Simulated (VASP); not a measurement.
Wanted: the native input for a VASP 6.6.1 run.

```yaml
Task: single point
Functional: r2SCAN
Potentials_or_basis: VASP PAW PBE potentials, release 64 (Ti_sv, B)
Cutoff: 520 eV
k_mesh: 16 × 16 × 10
Occupations: gaussian, width 0.1 eV
Spin: no spin polarisation
Dipole_correction: no
Further_INCAR_settings: ALGO = Normal; EDIFF = 1e-07; NBANDS = 23
```

TiB:

```
CELL_PARAMETERS angstrom
2.32812 2.32812 0.00000
-2.32812 2.32812 0.00000
0.00000 0.00000 4.65623
ATOMIC_POSITIONS crystal
Ti 0.50000 0.00000 0.25000
Ti 0.00000 0.50000 0.75000
B 0.00000 0.00000 0.00000
B 0.50000 0.50000 0.50000
```

This cell differs from its parent crystal: equal strain along all axes, cell held: -6.0 %.

The input as run:

POSCAR

```
TiB
1.0
    2.3281174843      2.3281174843      0.0000000000
   -2.3281174843      2.3281174843      0.0000000000
    0.0000000000      0.0000000000      4.6562349685
Ti B
2 2
Direct
    0.5000000000      0.0000000000      0.2500000000
    0.0000000000      0.5000000000      0.7500000000
    0.0000000000      0.0000000000      0.0000000000
    0.5000000000      0.5000000000      0.5000000000
```

INCAR.step1

```
SYSTEM = TiB
PREC = Accurate ; ENCUT = 520
ISMEAR = 0 ; SIGMA = 0.1
LREAL = .False. ; LASPH = .True.
NELM = 60 ; NBANDS = 23
GGA = PE ; ALGO = Normal
EDIFF = 1E-4 ; LWAVE = .True.
LCHARG = .False.
```

INCAR.step2

```
SYSTEM = TiB
PREC = Accurate ; ENCUT = 520
EDIFF = 1E-7 ; ISMEAR = 0
SIGMA = 0.1 ; LREAL = .False.
LASPH = .True. ; NELM = 60
ALGO = Normal ; ISIF = 2
LWAVE = .False. ; LCHARG = .True.
METAGGA = R2SCAN ; LMIXTAU = .True.
LELF = .True. ; LVHAR = .True.
NBANDS = 23 ; ISTART = 1
```

KPOINTS

```
regular mesh
0
Gamma
  16 16 10
  0 0 0
```

Potentials or basis: VASP PAW PBE potentials, release 64 (Ti_sv, B).

The run is started by

```bash
$ cat potpaw_PBE.64/Ti_sv/POTCAR potpaw_PBE.64/B/POTCAR > POTCAR
$ cp INCAR.step1 INCAR
$ mpirun -np 1 vasp_std > vasp.out
$ cp INCAR.step2 INCAR
$ mpirun -np 1 vasp_std > vasp.out
```

Results of the run:

| Property | Result |
| --- | --- |
| Pressure | 27.5 GPa |
| Band gap on the k mesh | zero (band 15 reaches 7.36 eV, above the bottom of band 16 at 5.43 eV) |

Caveat: the cell differs from its parent crystal (equal strain along all axes, cell held: -6.0 %); the PAW data sets were made with another functional, which shifts forces and pressure a little.

Wall time 4.9 min on 1 thread of Intel(R) Xeon(R) 6975P-C (Granite Rapids), on a shared host, peak memory 0.37 GiB.
